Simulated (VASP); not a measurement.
## Fe: single point with PBEsol

Fe:

```
Fe
1.0
     0.00000    2.40207    2.40207
     2.40207    0.00000    2.40207
     2.40207    2.40207    0.00000
Fe
2
Direct
  0.00000 0.00000 0.00000
  0.25000 0.25000 0.25000
```

```json
{
  "Program": "VASP 6.6.1",
  "Task": "single point",
  "Functional": "PBEsol",
  "Potentials or basis": "VASP PAW PBE potentials, release 64 (Fe)",
  "Cutoff": "600 eV",
  "k mesh": "20 × 20 × 20",
  "Occupations": "gaussian, width 0.1 eV",
  "Spin": "no spin polarisation",
  "Dipole correction": "no",
  "Further INCAR settings": "ALGO = Normal; EDIFF = 1e-06; NBANDS = 15"
}
```

The pressure is -1.8 GPa and the band gap on the k mesh is zero (band 8 reaches 4.14 eV, above the bottom of band 9 at 3.36 eV).

Levels at points of the mesh, in eV from the Fermi level:
```
           k point  band 6  band 7  band 8  band 9  band 10  band 11
(0.00, 0.00, 0.00)   -2.56   -0.41   -0.41   -0.41     1.33     1.33
(0.50, 0.00, 0.00)   -2.58   -1.12    0.20    0.20     1.06     1.06
(0.50, 0.50, 0.00)   -1.39   -0.77   -0.77    1.27     1.27     2.86
```

Run time: 54 s on 1 thread of Intel(R) Xeon(R) Platinum 8559C (Emerald Rapids), on a shared host, peak memory 0.24 GiB.

Caveat: the PAW data sets were made with another functional, which shifts forces and pressure a little; the run has no spin polarisation, though such a crystal can be magnetic. Spin polarisation is off, so any magnetic state and its effect on volume and gap are missing.
